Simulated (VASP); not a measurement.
**B5P: single point with PBE**

The system is B5P.

```xyz
6
Lattice="2.2496 -2.0365 -0.2062 2.2496 2.0365 -0.2062 -2.1995 0.0000 5.5074" Properties=species:S:1:pos:R:3 pbc="T T T"
B     0.5281    0.8521    3.7282
B     1.7716    0.8521    1.3668
B     1.7716   -0.8521    1.3668
B     0.5281   -0.8521    3.7282
B    -1.0997    0.0000    2.7537
P     0.0000    0.0000    0.0000
```

The cell was built from a structure type or drawn by symmetry, and may not be a known phase.

```json
{
  "Program": "VASP 6.6.1",
  "Task": "single point",
  "Functional": "PBE",
  "Potentials or basis": "VASP PAW PBE potentials, release 64 (B, P)",
  "Cutoff": "500 eV",
  "k mesh": "5 × 5 × 3",
  "Occupations": "gaussian, width 0.2 eV",
  "Spin": "no spin polarisation"
}
```

* Pressure: -0.1 GPa
* Largest force: 0.010 eV/Å
* Band gap on the k mesh: zero (bands 10 and 11 overlap by 3.07 eV)

Forces on the atoms (eV/Å):
```
B   -0.004  0.004  0.009
B    0.004  0.004 -0.009
B    0.004 -0.004 -0.009
B   -0.004 -0.004  0.009
B    0.000  0.000  0.000
P    0.000  0.000  0.000
```

Stress tensor (GPa, compression positive):
```
 0.07  0.00 -0.30
 0.00 -0.17  0.00
-0.30  0.00 -0.34
```

Levels at points of the mesh, in eV from the Fermi level:
| k point | band 6 | band 7 | band 8 | band 9 | band 10 | band 11 | band 12 | band 13 | band 14 | band 15 |
| --- | --- | --- | --- | --- | --- | --- | --- | --- | --- | --- |
| (0.00, 0.00, 0.00) | -3.67 | -2.21 | -2.12 | -1.37 | -0.16 | 0.33 | 2.26 | 3.06 | 3.98 | 5.05 |

It took 26 s on 1 thread of Intel Xeon 8259CL (shared host), peak memory 0.16 GiB.

Caveat: the k points lie up to 0.44 Å⁻¹ apart, too coarse for converged energies and pressures of a metal.
